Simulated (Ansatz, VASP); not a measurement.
# Pd in VASP and in Ansatz

```
Pd
1.0
     0.00000    2.89509    2.89509
     2.89509    0.00000    2.89509
     2.89509    2.89509    0.00000
Pd
2
Direct
  0.12500 0.12500 0.12500
  0.87500 0.87500 0.87500
```

Alike in both runs: task single point; functional revPBE; k mesh 11 × 11 × 11; occupations fermi-dirac, width 0.05 eV; collinear spin.

|  | VASP | Ansatz |
| --- | --- | --- |
| version | VASP 6.6.1 | Ansatz 0.2.0 |
| potentials or method | VASP PAW PBE potentials, release 64 (Pd), cutoff 520 eV | plane waves (420 eV) with PAW, scalar-relativistic |
| valence electrons in the cell | 20 | 36 |

|  | VASP | Ansatz | Ansatz less VASP |
| --- | --- | --- | --- |
| pressure (GPa) | 2.4 | 2.7 | +0.31 |
| net moment per atom (μB) | 0.48 | 0.48 | 0.000 |
| size of the moment on the site where the two differ most (μB) | 0.47 | 0.46 | -0.002 |

VASP's potentials were made for PBE, not for revPBE. Site moments also hang on the region over which each program counts them. VASP's potentials hold 20 valence electrons a cell and Ansatz's 36, so a difference there can come from the potentials and not from the codes.
